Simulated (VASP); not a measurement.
# BaTiO3 (Pm-3m) in VASP: single point with PBE+U

Aim: the single point of BaTiO3 with PBE+U.

All numbers are computed with VASP 6.6.1; they aren't measurements. Logs are shortened: lines on timing, memory, paths and dates and some standing lists are left out, and cuts for length are marked.

### Step 1. The cell of the first run

Symmetry: Pm-3m, No. 221, cubic system. The conventional cell has a = 3.948 Å, b = 3.948 Å, c = 3.948 Å, α = 90.00°, β = 90.00°, γ = 90.00°. Ba (site symmetry m-3m) has 12 O at 2.79 Å and 8 Ti at 3.42 Å within 3.7 Å. Within 2.6 Å of Ti (site symmetry m-3m) lie 6 O at 1.97 Å. O (site symmetry 4/mmm) has 2 Ti at 1.97 Å within 2.6 Å. O (site symmetry 4/mmm) has 2 Ti at 1.97 Å within 2.6 Å.

### Step 2. Single point, PBE+U

The input, INCAR:

```
SYSTEM = BaTiO3
  PREC = Accurate
  ENCUT = 1340
  EDIFF = 1E-6
  ISMEAR = -1
  SIGMA = 0.019
  LREAL = .FALSE.
  LASPH = .TRUE.
  NELM = 200
  ALGO = Normal
  ISIF = 2
  LWAVE = .FALSE.
  LCHARG = .FALSE.
  LMAXMIX = 4
  LDAU = .TRUE.
  LDAUTYPE = 2
  LDAUL = -1 2 -1
  LDAUU = 0 3.24 0
  LDAUJ = 0 0 0
  LDAUPRINT = 1
  GGA = PE
  NBANDS = 51
  GGA_COMPAT = .FALSE.
```

The input, KPOINTS:

```
regular mesh
0
G
  5 7 5
  0 0 0
```

The input, POSCAR:

```
BaTiO3
1.0
   -3.9477142800      0.0000000000     -3.9477142800
    0.0000000000     -3.9477142800      0.0000000000
   -3.9477142800      0.0000000000      3.9477142800
Ba Ti O
2 2 6
Direct
    0.0000000000      0.0000000000      0.0000000000
    0.5000000000      0.0000000000      0.5000000000
    0.0000000000      0.5000000000      0.5000000000
    0.5000000000      0.5000000000      0.0000000000
    0.7500000000      0.5000000000      0.2500000000
    0.2500000000      0.5000000000      0.7500000000
    0.0000000000      0.0000000000      0.5000000000
    0.5000000000      0.0000000000      0.0000000000
    0.7500000000      0.5000000000      0.7500000000
    0.2500000000      0.5000000000      0.2500000000
```

Potentials or basis: VASP PAW PBE potentials, release 64 (Ba_sv, Ti_sv, O_h).

Run with:

```
> cat potpaw_PBE.64/Ba_sv/POTCAR potpaw_PBE.64/Ti_sv/POTCAR potpaw_PBE.64/O_h/POTCAR > POTCAR
> mpirun -np 1 vasp_std > vasp.out
```

OUTCAR:

```text
SYSTEM = BaTiO3
   PREC = Accurate
   ENCUT = 1340
   EDIFF = 1E-6
   ISMEAR = -1
   LREAL = .FALSE.
   LASPH = .TRUE.
   NELM = 200
   ISIF = 2
   GGA = PE

 ion  position               nearest neighbor table
   1  0.000  0.000  0.000-   5 2.79   6 2.79   7 2.79   8 2.79   9 2.79  10 2.79   7 2.79   5 2.79
                             6 2.79   9 2.79  10 2.79   8 2.79   4 3.42   3 3.42   3 3.42   3 3.42
   2  0.500  0.000  0.500-   5 2.79   6 2.79   7 2.79   8 2.79   9 2.79  10 2.79   8 2.79   5 2.79
                             6 2.79   9 2.79  10 2.79   7 2.79   4 3.42   4 3.42   3 3.42   3 3.42
   3  0.000  0.500  0.500-   5 1.97   6 1.97   7 1.97   9 1.97  10 1.97   7 1.97   1 3.42   1 3.42
                             1 3.42   2 3.42   2 3.42   1 3.42   2 3.42   2 3.42
   4  0.500  0.500  0.000-   5 1.97   6 1.97   8 1.97   9 1.97  10 1.97   8 1.97   1 3.42   2 3.42
                             1 3.42   2 3.42   2 3.42   2 3.42   1 3.42   1 3.42
   5  0.750  0.500  0.250-   3 1.97   4 1.97   1 2.79   2 2.79   1 2.79   2 2.79
   6  0.250  0.500  0.750-   3 1.97   4 1.97   1 2.79   2 2.79   1 2.79   2 2.79
   7  0.000  0.000  0.500-   3 1.97   3 1.97   1 2.79   1 2.79   2 2.79   2 2.79
   8  0.500  0.000  0.000-   4 1.97   4 1.97   1 2.79   2 2.79   2 2.79   1 2.79
   9  0.750  0.500  0.750-   3 1.97   4 1.97   1 2.79   2 2.79   1 2.79   2 2.79
  10  0.250  0.500  0.250-   3 1.97   4 1.97   1 2.79   2 2.79   1 2.79   2 2.79

  LATTYP: Found a simple tetragonal cell.
 ALAT       =     5.5829110751
 C/A-ratio  =     0.7071067812

  Lattice vectors:

 A1 = (   3.9477142800,   0.0000000000,   3.9477142800)
 A2 = (  -3.9477142800,   0.0000000000,   3.9477142800)
 A3 = (   0.0000000000,  -3.9477142800,   0.0000000000)

Analysis of symmetry for initial positions (statically):
=====================================================================
 Subroutine PRICEL returns following result:

  LATTYP: Found a simple cubic cell.
 ALAT       =     3.9477142800

  Lattice vectors:

 A1 = (   0.0000000000,   0.0000000000,  -3.9477142800)
 A2 = (   0.0000000000,  -3.9477142800,   0.0000000000)
 A3 = (  -3.9477142800,   0.0000000000,   0.0000000000)

   2 primitive cells build up your supercell.

 Routine SETGRP: Setting up the symmetry group for a
[... 234 lines left out ...]
  o =  0.1094  v =  0.0000  1.0000 -0.0000  0.0000  0.0000  0.0000  0.0000  0.0000  0.0000  0.0000      0.0000  0.0000  0.0000  0.0000  0.0000  0.0000  0.0000  0.0000  0.0000  0.0000
  o =  0.1094  v =  0.0000  0.0000  0.0000  0.0000  0.0000  0.0000  1.0000 -0.0000  0.0000  0.0000      0.0000  0.0000  0.0000  0.0000  0.0000  0.0000  0.0000  0.0000  0.0000  0.0000
  o =  0.1094  v =  0.0000  0.0000  0.0000  0.0000  0.0000  1.0000  0.0000  0.0000  0.0000  0.0000      0.0000  0.0000  0.0000  0.0000  0.0000  0.0000  0.0000  0.0000  0.0000  0.0000
  o =  0.1094  v =  1.0000  0.0000  0.0000  0.0000  0.0000  0.0000  0.0000  0.0000  0.0000  0.0000      0.0000  0.0000  0.0000  0.0000  0.0000  0.0000  0.0000  0.0000  0.0000  0.0000
  o =  0.2481  v =  0.0000 -0.0000 -0.5000  0.0000 -0.8660  0.0000  0.0000  0.0000  0.0000  0.0000      0.0000  0.0000  0.0000  0.0000  0.0000  0.0000  0.0000  0.0000  0.0000  0.0000
  o =  0.2481  v =  0.0000  0.0000  0.0000  0.0000  0.0000  0.0000 -0.0000 -0.5000  0.0000 -0.8660      0.0000  0.0000  0.0000  0.0000  0.0000  0.0000  0.0000  0.0000  0.0000  0.0000
  o =  0.2482  v =  0.0000  0.0000  0.0000  0.0000  0.0000  0.0000 -0.0000 -0.8660  0.0000  0.5000      0.0000  0.0000  0.0000  0.0000  0.0000  0.0000  0.0000  0.0000  0.0000  0.0000
  o =  0.2482  v =  0.0000 -0.0000 -0.8660  0.0000  0.5000  0.0000  0.0000  0.0000  0.0000  0.0000      0.0000  0.0000  0.0000  0.0000  0.0000  0.0000  0.0000  0.0000  0.0000  0.0000

 number of electron      80.0000004 magnetization

 Free energy of the ion-electron system (eV)
  ---------------------------------------------------
  ext. energy  EPLUGINS =         0.00000000
  ---------------------------------------------------
  free energy    TOTEN  =       -75.27881291 eV

  energy without entropy =      -75.27881291  energy(sigma->0) =      -75.27881291

 E-fermi :   5.0154     XC(G=0): -11.4886

 val. band max:        4.6360500588   @ k =   0.0000   0.4286   0.0000
 cond. band min:       6.8596173289   @ k =   0.0000   0.0000   0.0000
 fundamental gap:      2.2235672701
 Fermi energy:         5.0153666188

 k-point     1 :       0.0000    0.0000    0.0000
  band No.  band energies     occupation
      1     -52.6791      2.00000
      2     -52.6768      2.00000
      3     -28.9262      2.00000
      4     -28.9262      2.00000
      5     -28.8731      2.00000
      6     -28.8731      2.00000
[... 1285 lines left out ...]
     50      12.6509      0.00000
     51      12.7496      0.00000

------------------------ aborting loop because EDIFF is reached ----------------------------------------

  FORCE on cell =-STRESS in cart. coord.  units (eV):
  Direction    XX          YY          ZZ          XY          YZ          ZX
  --------------------------------------------------------------------------------------
  -------------------------------------------------------------------------------------
  Total       11.3612880     11.3553821     11.3612880      0.0000000     -0.0000000      0.0000000
  in kB      147.9350276    147.8581271    147.9350276      0.0000000     -0.0000000      0.0000000
  external PRESSURE =     147.9093941 kB  Pullay stress =       0.0000000 kB

 VOLUME and BASIS-vectors are now :
 -----------------------------------------------------------------------------
  energy-cutoff  :     1340.00
  volume of cell :      123.05
      direct lattice vectors                 reciprocal lattice vectors
    -3.947714280  0.000000000 -3.947714280    -0.126655569  0.000000000 -0.126655569
     0.000000000 -3.947714280  0.000000000     0.000000000 -0.253311139  0.000000000
    -3.947714280  0.000000000  3.947714280    -0.126655569  0.000000000  0.126655569

 POSITION                                       TOTAL-FORCE (eV/Angst)
 -----------------------------------------------------------------------------------
      0.00000      0.00000      0.00000         0.000000      0.000000     -0.000000
     -3.94771      0.00000      0.00000         0.000000      0.000000     -0.000000
     -1.97386     -1.97386      1.97386         0.000000     -0.000000     -0.000000
     -1.97386     -1.97386     -1.97386         0.000000      0.000000      0.000000
     -3.94771     -1.97386     -1.97386        -0.000000      0.000000     -0.000000
     -3.94771     -1.97386      1.97386         0.000000      0.000000      0.000000
     -1.97386      0.00000      1.97386        -0.000000      0.000000     -0.000000
     -1.97386      0.00000     -1.97386         0.000000      0.000000     -0.000000
     -5.92157     -1.97386      0.00000        -0.000000      0.000000     -0.000000
     -1.97386     -1.97386      0.00000        -0.000000      0.000000     -0.000000
 -----------------------------------------------------------------------------------
    total drift:                               -0.000000      0.000000      0.000000

  FREE ENERGIE OF THE ION-ELECTRON SYSTEM (eV)
  ---------------------------------------------------
  free  energy   TOTEN  =       -75.2788129082 eV

  energy  without entropy=      -75.2788129082  energy(sigma->0) =      -75.27881291
```

Wall time 7.8 min (1 thread of Intel Xeon 6975P-C (Granite Rapids), shared host); peak memory 0.84 GiB.

What came out:

```yaml
Free_energy: -75.2788 eV
Pressure: 14.8 GPa
Band_gap_on_the_k_mesh: 2.22 eV
```

Levels at points of the mesh, in eV from the valence-band top:
```
           k point  band 38  band 39  band 40  band 41  band 42  band 43
(0.00, 0.00, 0.00)    -0.13    -0.13    -0.09     2.22     2.22     2.22
```

Eigenvalues of the final occupation matrices:
| site | spin | trace | eigenvalues |
| --- | --- | --- | --- |
| site 3 d | 1 | 0.82 | 0.11 0.11 0.11 0.25 0.25 |
| site 3 d | 2 | 0.82 | 0.11 0.11 0.11 0.25 0.25 |
| site 4 d | 1 | 0.82 | 0.11 0.11 0.11 0.25 0.25 |
| site 4 d | 2 | 0.82 | 0.11 0.11 0.11 0.25 0.25 |

Caveat: the cell stands under pressure; spin-orbit coupling is left out, which moves the levels of the heavy elements; an odd mesh through Γ misses points on the zone boundary, where band edges can lie.
